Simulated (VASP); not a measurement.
Here is a VASP 6.6.1 calculation.

File INCAR:

```
ALGO = Normal
EDIFF = 1E-7
EDIFFG = -0.01
ENCUT = 750
GGA_COMPAT = False
IBRION = 2
ISIF = 3
ISMEAR = -1
LASPH = True
LCHARG = False
LREAL = False
LWAVE = False
NELM = 120
NELMIN = 4
NSW = 50
PREC = Accurate
SIGMA = 0.02
```

The input KPOINTS:

```
k-points
0
Gamma
  5 5 5
```

File POSCAR:

```
Li3ClO
1.0
    3.9083400000      0.0000000000      0.0000000000
    0.0000000000      3.9083400000      0.0000000000
    0.0000000000      0.0000000000      3.9083400000
Li Cl O
3 1 1
Direct
    0.0000000000      0.5000000000      0.5000000000
    0.5000000000      0.0000000000      0.5000000000
    0.5000000000      0.5000000000      0.0000000000
    0.0000000000      0.0000000000      0.0000000000
    0.5000000000      0.5000000000      0.5000000000
```

Potentials or basis: VASP PAW LDA potentials, release 64 (Li_sv, Cl, O).

The run is started by

```console
$ cat potpaw_LDA.64/Li_sv/POTCAR potpaw_LDA.64/Cl/POTCAR potpaw_LDA.64/O/POTCAR > POTCAR
$ mpirun -np 1 vasp_std > vasp.out
```

Question: What does it give for the space group after relaxing (to 0.05 Å)?

Answer: Pm-3m (No. 221).

Question: Predict the relaxed volume.

Answer: 10.70 Å³/atom.

Question: Estimate the band gap on the k mesh.

Answer: 5.05 eV, direct.

Question: Predict the relaxed cell.

Answer: a = 3.768 Å, b = 3.768 Å, c = 3.768 Å, α = 90.00°, β = 90.00°, γ = 90.00°.

The path:
| step | energy change (eV) | largest force (eV/Å) | pressure (GPa) | volume (Å³) |
| --- | --- | --- | --- | --- |
| 1 | 0.0000 | 0.0000 | -5.64 | 59.70 |
| 2 | -0.0953 | 0.0000 | -2.79 | 56.14 |
| 3 | -0.1188 | 0.0000 | -0.27 | 53.76 |
| 4 | -0.1190 | 0.0000 | 0.02 | 53.52 |

A k mesh can miss the band edges.
